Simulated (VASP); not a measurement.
# HC16 (a cell with a defect) in VASP: single point with PBE+D3(BJ)

Aim: the single point of HC16 (a cell with a defect) with PBE+D3(BJ).

All numbers are computed with VASP 6.6.1; they aren't measurements. Logs are shortened: lines on timing, memory, paths and dates and some standing lists are left out, and cuts for length are marked.

## Step 1: The cell of the first run

The cell holds a defect, 17 atoms: a = 5.049 Å, b = 5.049 Å, c = 5.049 Å, α = 60.00°, β = 60.00°, γ = 60.00°.

## Step 2: Single point, PBE+D3(BJ)

File INCAR:

```
ALGO = Normal
EDIFF = 1E-6
ENCUT = 520
GGA = PE
ISIF = 2
ISMEAR = 0
IVDW = 12
LASPH = T
LCHARG = T
LELF = T
LREAL = Auto
LVHAR = T
LWAVE = F
NBANDS = 46
NELECT = 64.0
NELM = 100
PREC = Accurate
SIGMA = 0.02
```

File KPOINTS:

```
k-points
0
Gamma
  3 3 3
```

File POSCAR:

```
HC16
1.0
    0.0000000000      3.5700000000      3.5700000000
    3.5700000000      0.0000000000      3.5700000000
    3.5700000000      3.5700000000      0.0000000000
C H
16 1
Direct
    0.0033116246     -0.0049813725     -0.0020399160
    0.1322878151      0.1185757703      0.1197850140
    0.0047161064     -0.0048326331      0.4935836134
    0.1287638655      0.1112285714      0.6236887955
    0.0043696078      0.4937186275      0.0008404762
    0.1295133053      0.6209085434      0.1200710084
   -0.0064631653      0.4867320728      0.4873726891
    0.1356952381      0.6323619048      0.6366719888
    0.5060039216     -0.0049515406     -0.0013095238
    0.6302058824      0.1195761905      0.1239602241
    0.5065938375     -0.0051305322      0.4976490196
    0.6319030812      0.1183963585      0.6253252101
    0.5056453782      0.4934523810      0.0026966387
    0.6306005602      0.6218868347      0.1243462185
    0.5176491597      0.4960312325      0.4991438375
    0.6302347339      0.6222190476      0.6295028011
    0.2314380952      0.4304050420      0.5289310924
```

Potentials or basis: VASP PAW PBE potentials, release 64 (C, H).

Run with:

```sh
> cat potpaw_PBE.64/C/POTCAR potpaw_PBE.64/H/POTCAR > POTCAR
> mpirun -np 1 vasp_std > vasp.out
```

OUTCAR:

```text
EDIFF = 1E-6
   ENCUT = 520
   GGA = PE
   ISIF = 2
   ISMEAR = 0
   IVDW = 12
   LASPH = T
   LREAL = Auto
   NELECT = 64.0
   NELM = 100
   PREC = Accurate
 IVDW          = 12

 ion  position               nearest neighbor table
   1  0.003  0.995  0.998-  10 1.54   6 1.54   2 1.54   4 1.54
   2  0.132  0.119  0.120-   9 1.54   3 1.54   1 1.54   5 1.55
   3  0.005  0.995  0.494-   8 1.50   4 1.53  12 1.54   2 1.54
   4  0.129  0.111  0.624-   3 1.53   1 1.54   7 1.55  11 1.56
   5  0.004  0.494  0.001-   8 1.51   6 1.53  14 1.54   2 1.55
   6  0.130  0.621  0.120-   7 1.52   5 1.53   1 1.54  13 1.55
   7  0.994  0.487  0.487-  17 1.19  16 1.51   6 1.52   4 1.55   8 1.80
   8  0.136  0.632  0.637-  17 1.17   3 1.50   5 1.51  15 1.58   7 1.80
   9  0.506  0.995  0.999-  14 1.54  12 1.54   2 1.54  10 1.54
  10  0.630  0.120  0.124-   1 1.54  11 1.54  13 1.54   9 1.54
  11  0.507  0.995  0.498-  16 1.54  10 1.54  12 1.55   4 1.56
  12  0.632  0.118  0.625-   3 1.54   9 1.54  11 1.55  15 1.56
  13  0.506  0.493  0.003-  16 1.54  10 1.54  14 1.55   6 1.55
  14  0.631  0.622  0.124-   9 1.54   5 1.54  13 1.55  15 1.55
  15  0.518  0.496  0.499-  16 1.52  14 1.55  12 1.56   8 1.58
  16  0.630  0.622  0.630-   7 1.51  15 1.52  11 1.54  13 1.54
  17  0.231  0.430  0.529-   8 1.17   7 1.19

  LATTYP: Found a face centered cubic cell.
 ALAT       =     7.1400000000

  Lattice vectors:

 A1 = (   0.0000000000,   3.5700000000,   3.5700000000)
 A2 = (   3.5700000000,   0.0000000000,   3.5700000000)
 A3 = (   3.5700000000,   3.5700000000,   0.0000000000)

Analysis of symmetry for initial positions (statically):
=====================================================================
 Subroutine PRICEL returns:
 Original cell was already a primitive cell.

 Routine SETGRP: Setting up the symmetry group for a
 face centered cubic supercell.

 Subroutine GETGRP returns: Found  1 space group operations
 (whereof  1 operations were pure point group operations)
 out of a pool of 48 trial point group operations.

The static configuration has the point symmetry C_1 .

Analysis of symmetry for dynamics (positions and initial velocities):
=====================================================================
 Subroutine PRICEL returns:
 Original cell was already a primitive cell.

 Routine SETGRP: Setting up the symmetry group for a
 face centered cubic supercell.

 Subroutine GETGRP returns: Found  1 space group operations
 (whereof  1 operations were pure point group operations)
 out of a pool of 48 trial point group operations.

The dynamic configuration has the point symmetry C_1 .

 Subroutine INISYM returns: Found  1 space group operations
 (whereof  1 operations are pure point group operations),
 and found     1 'primitive' translations

----------------------------------------------------------------------------------------

                                     Primitive cell

  volume of cell :      90.9986

  direct lattice vectors                    reciprocal lattice vectors
     0.000000000  3.570000000  3.570000000    -0.140056022  0.140056022  0.140056022
     3.570000000  0.000000000  3.570000000     0.140056022 -0.140056022  0.140056022
     3.570000000  3.570000000  0.000000000     0.140056022  0.140056022 -0.140056022

  length of vectors
     5.048742418  5.048742418  5.048742418     0.242584147  0.242584147  0.242584147

  position of ions in fractional coordinates (direct lattice)
     0.003311625  0.995018628  0.997960084
     0.132287815  0.118575770  0.119785014
     0.004716106  0.995167367  0.493583613
     0.128763865  0.111228571  0.623688796
     0.004369608  0.493718628  0.000840476
     0.129513305  0.620908543  0.120071008
[... 9 lines left out ...]
     0.630234734  0.622219048  0.629502801
     0.231438095  0.430405042  0.528931092

  ion indices of the primitive-cell ions
   primitive index   ion index
                 1           1
                 2           2
                 3           3
                 4           4
                 5           5
                 6           6
[... 9 lines left out ...]
                16          16
                17          17

----------------------------------------------------------------------------------------

 KPOINTS: k-points

Automatic generation of k-mesh.
 Grid dimensions read from file:
 generate k-points for:    3    3    3

 Generating k-lattice:

  Cartesian coordinates                     Fractional coordinates (reciprocal lattice)
    -0.046685341  0.046685341  0.046685341     0.333333333  0.000000000  0.000000000
     0.046685341 -0.046685341  0.046685341     0.000000000  0.333333333  0.000000000
     0.046685341  0.046685341 -0.046685341     0.000000000  0.000000000  0.333333333

  Length of vectors
     0.080861382  0.080861382  0.080861382

  Shift w.r.t. Gamma in fractional coordinates (k-lattice)
     0.000000000  0.000000000  0.000000000

 Subroutine IBZKPT returns following result:
 ===========================================

 Found     14 irreducible k-points:

 Following reciprocal coordinates:
            Coordinates               Weight
  0.000000  0.000000  0.000000      1.000000
  0.333333  0.000000  0.000000      2.000000
  0.000000  0.333333  0.000000      2.000000
  0.000000  0.000000  0.333333      2.000000
  0.333333  0.333333  0.333333      2.000000
  0.333333  0.333333  0.000000      2.000000
  0.000000  0.333333  0.333333      2.000000
  0.333333  0.000000  0.333333      2.000000
 -0.333333  0.333333  0.000000      2.000000
  0.000000 -0.333333  0.333333      2.000000
  0.333333  0.000000 -0.333333      2.000000
  0.333333  0.333333 -0.333333      2.000000
 -0.333333  0.333333 -0.333333      2.000000
  0.333333 -0.333333 -0.333333      2.000000
   k-points           NKPTS =     14   k-points in BZ     NKDIM =     14   number of bands    NBANDS=     46
   number of dos      NEDOS =    301   number of ions     NIONS =     17
   total plane-waves  NPLWV =  64000
   dimension x,y,z NGX =    40 NGY =   40 NGZ =   40
   dimension x,y,z NGXF=    80 NGYF=   80 NGZF=   80
   ions per type =              16   1
   NGX,Y,Z   is equivalent  to a cutoff of  13.17, 13.17, 13.17 a.u.
   NGXF,Y,Z  is equivalent  to a cutoff of  26.34, 26.34, 26.34 a.u.
 SYSTEM =  unknown system
   PREC   = accura    normal or accurate (medium, high low for compatibility)
   ISTART =      0    job   : 0-new  1-cont  2-samecut
   ICHARG =      2    charge: 1-file 2-atom 10-const
   ISPIN  =      1    spin polarized calculation?
   LNONCOLLINEAR =      F non collinear calculations
   LSORBIT =      F    spin-orbit coupling
   LASPH  =      T    aspherical Exc in radial PAW
   ENCUT  =  520.0 eV  38.22 Ry    6.18 a.u.   9.39  9.39  9.39*2*pi/ulx,y,z
   NELM   =    100;   NELMIN=  2; NELMDL= -5     # of ELM steps
   EDIFF  = 0.1E-05   stopping-criterion for ELM
   LREAL  =      T    real-space projection
   EDIFFG = 0.1E-04   stopping-criterion for IOM
   NSW    =      0    number of steps for IOM
   IBRION =     -1    ionic relax: 0-MD 1-quasi-New 2-CG
   NFREE  =      0    steps in history (QN), initial steepest desc. (CG)
   ISIF   =      2    stress and relaxation
   ISYM   =      2    0-nonsym 1-usesym 2-fastsym
   POTIM  = 0.5000    time-step for ionic-motion
   TEBEG  =    0.0;   TEEND  =   0.0 temperature during run
   PSTRESS=    0.0 pullay stress
   NELECT =      64.0000    total number of electrons
   NUPDOWN=      -1.0000    fix difference up-down
   EMIN   =  10.00;   EMAX   =-10.00  energy-range for DOS
   EFERMI =   0.00;   METHOD = LEGACY
   ISMEAR =     0;   SIGMA  =   0.02  broadening in eV -4-tet -1-fermi 0-gaus
   EFERMI_NEDOS =   21; number of points for ismear=-14 and -15
   IALGO  =     38    algorithm
   IMIX   =      4    mixing-type and parameters
     AMIX     =   0.40;   BMIX     =  1.00
     AMIX_MAG =   1.60;   BMIX_MAG =  1.00
  volume/ion in A,a.u.               =       5.35        36.12
  Fermi-wavevector in a.u.,A,eV,Ry     =   1.455872  2.751200 28.838420  2.119564
  Thomas-Fermi vector in A             =   2.572856
   LORBIT       =      0    0 simple, 1 ext, 2 COOP (PROOUT), +10 PAW based schemes
   GGA     = PE    functional components
   LHFCALC =     F    Hartree Fock is set to
   AEXX    =    0.0000 exact exchange contribution
   IVDW    =    12    specifies the selected vdW correction
   LEPSILON=     F    determine dielectric tensor
   LRPA    =     F    only Hartree local field effects (RPA)
 non-spin polarized calculation
 Gauss-broadening in eV      SIGMA  =   0.02
  energy-cutoff  :      520.00
  volume of cell :       91.00
 maximum number of plane-waves:      2453
 NGX is ok and might be reduce to    40
   NGX = 19   NGY = 19   NGZ = 19

 number of electron      64.0000000 magnetization

 Free energy of the ion-electron system (eV)
  ---------------------------------------------------
  ext. energy  EPLUGINS =         0.00000000
  ---------------------------------------------------
  free energy    TOTEN  =      -155.22263918 eV

  energy without entropy =     -155.22263918  energy(sigma->0) =     -155.22263918

 E-fermi :  10.0453     XC(G=0): -13.2414

 val. band max:        9.8961277891   @ k =   0.0000   0.0000   0.0000
 cond. band min:      12.4168991542   @ k =   0.0000   0.0000   0.0000
 fundamental gap:      2.5207713650
 Fermi energy:        10.0452645111

 k-point     1 :       0.0000    0.0000    0.0000
  band No.  band energies     occupation
      1     -11.9905      2.00000
      2      -6.9433      2.00000
      3      -6.0181      2.00000
      4      -5.9403      2.00000
      5      -5.8845      2.00000
      6      -4.7834      2.00000
[... 36 lines left out ...]
     43      17.7211      0.00000
     44      18.0195      0.00000

 k-point     2 :       0.3333    0.0000    0.0000
  band No.  band energies     occupation
      1     -11.2741      2.00000
      2      -8.9451      2.00000
      3      -6.7052      2.00000
      4      -6.1857      2.00000
      5      -5.9158      2.00000
      6      -5.2079      2.00000
[... 556 lines left out ...]
 k-point    14 :       0.3333   -0.3333   -0.3333
  band No.  band energies     occupation
      1     -10.2114      2.00000
      2      -9.3589      2.00000
      3      -8.8562      2.00000
      4      -6.9687      2.00000
      5      -6.6817      2.00000
      6      -4.6345      2.00000
[... 36 lines left out ...]
     43      19.2576      0.00000
     44      19.4928      0.00000
 [bands above 44 left out]

------------------------ aborting loop because EDIFF is reached ----------------------------------------

 Edisp (eV)   -3.23255

 E8    (eV) :    -0.9204

  FORCE on cell =-STRESS in cart. coord.  units (eV):
  Direction    XX          YY          ZZ          XY          YZ          ZX
  --------------------------------------------------------------------------------------
  -------------------------------------------------------------------------------------
  Total      -9.15494    -8.87487    -8.75830     2.14397     2.77450     2.51784
  in kB    -161.18756  -156.25642  -154.20399    37.74814    48.84964    44.33058
  external pressure =     -157.22 kB  Pullay stress =        0.00 kB

 VOLUME and BASIS-vectors are now :
 -----------------------------------------------------------------------------
  energy-cutoff  :      520.00
  volume of cell :       91.00
      direct lattice vectors                 reciprocal lattice vectors
     0.000000000  3.570000000  3.570000000    -0.140056022  0.140056022  0.140056022
     3.570000000  0.000000000  3.570000000     0.140056022 -0.140056022  0.140056022
     3.570000000  3.570000000  0.000000000     0.140056022  0.140056022 -0.140056022

 POSITION                                       TOTAL-FORCE (eV/Angst)
 -----------------------------------------------------------------------------------
      7.11493      3.57454      3.56404         0.007605     -0.000838      0.004872
      0.85095      0.89990      0.89558        -0.004581      0.000782      0.005804
      5.31484      1.77893      3.56958        -0.005722     -0.011536     -0.002054
      2.62365      2.68626      0.85677        -0.011884      0.018522     -0.010005
      1.76558      0.01860      1.77818        -0.000598     -0.002568     -0.004047
      2.64530      0.89102      2.67901        -0.012414     -0.012829      0.017916
[... 9 lines left out ...]
      4.46865      4.49726      4.47126         0.009394     -0.003343     -0.006626
      3.42483      2.71452      2.36278        -0.006306      0.040603     -0.038166
 -----------------------------------------------------------------------------------
    total drift:                                0.038307     -0.016191      0.003463

  FREE ENERGIE OF THE ION-ELECTRON SYSTEM (eV)
  ---------------------------------------------------
  free  energy   TOTEN  =      -158.4551882509 eV

  energy  without entropy=     -158.4551882509  energy(sigma->0) =     -158.45518825
```

Run time: 61 s. Hardware: 1 thread of Intel Xeon 6975P-C (Granite Rapids), shared host; peak memory 0.26 GiB.

Results:

* Free energy: -158.4552 eV
* Largest force: 0.056 eV/Å
* Dispersion energy per atom: -0.190 eV

Forces on the atoms (eV/Å):
```
C    0.008 -0.001  0.005
C   -0.005  0.001  0.006
C   -0.006 -0.012 -0.002
C   -0.012  0.019 -0.010
C   -0.001 -0.003 -0.004
C   -0.012 -0.013  0.018
C    0.035 -0.011  0.010
C   -0.013 -0.014  0.009
C    0.007  0.000  0.004
C    0.001 -0.001  0.000
C   -0.006  0.005  0.006
C    0.002 -0.005  0.001
C   -0.003  0.001  0.006
C    0.005 -0.001 -0.003
C   -0.003 -0.002  0.000
C    0.009 -0.003 -0.007
H   -0.006  0.041 -0.038
```

Caveat: the k points lie up to 0.51 Å⁻¹ apart; the cell carries a net charge on a neutralising background, which shifts energy and pressure; the cell is charged against a uniform background, so pressure and absolute levels hang on convention.
